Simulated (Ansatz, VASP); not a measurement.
**HCl4 in VASP and in Ansatz**

```
H Cl
1.0
    -2.86159    2.86159    2.86159
     2.86159   -2.86159    2.86159
     2.86159    2.86159   -2.86159
H Cl
1 4
Cartesian
  0.0000 0.0000 0.0000
  1.4308 1.4308 -1.4308
  -1.4308 1.4308 1.4308
  1.4308 -1.4308 1.4308
  1.4308 1.4308 1.4308
```

Change from the starting cell: species swapped into the Hg4Pt type (Im-3m, No. 229).

Alike in both runs: functional PBE; dispersion D3(BJ); k mesh 10 × 10 × 10; occupations gaussian, width 0.1 eV; no spin polarisation.

Ansatz relaxed the structure, and its values are those at the end. VASP's run is a single point on that final structure, the one shown.

|  | VASP | Ansatz |
| --- | --- | --- |
| version | VASP 6.6.1 | Ansatz 0.2.0 |
| potentials or method | VASP PAW PBE potentials, release 64 (H, Cl), cutoff 520 eV | scalar-relativistic, plane waves, PAW |
| valence electrons in the cell | 29 | 29 |

|  | VASP | Ansatz | Ansatz less VASP |
| --- | --- | --- | --- |
| gap on the k mesh at the Fermi level (eV) | none | none | - |
| pressure (GPa) | -0.1 | 0.0 | +0.11 |

A gap of «none» marks a metal or a gap that the smearing closes.
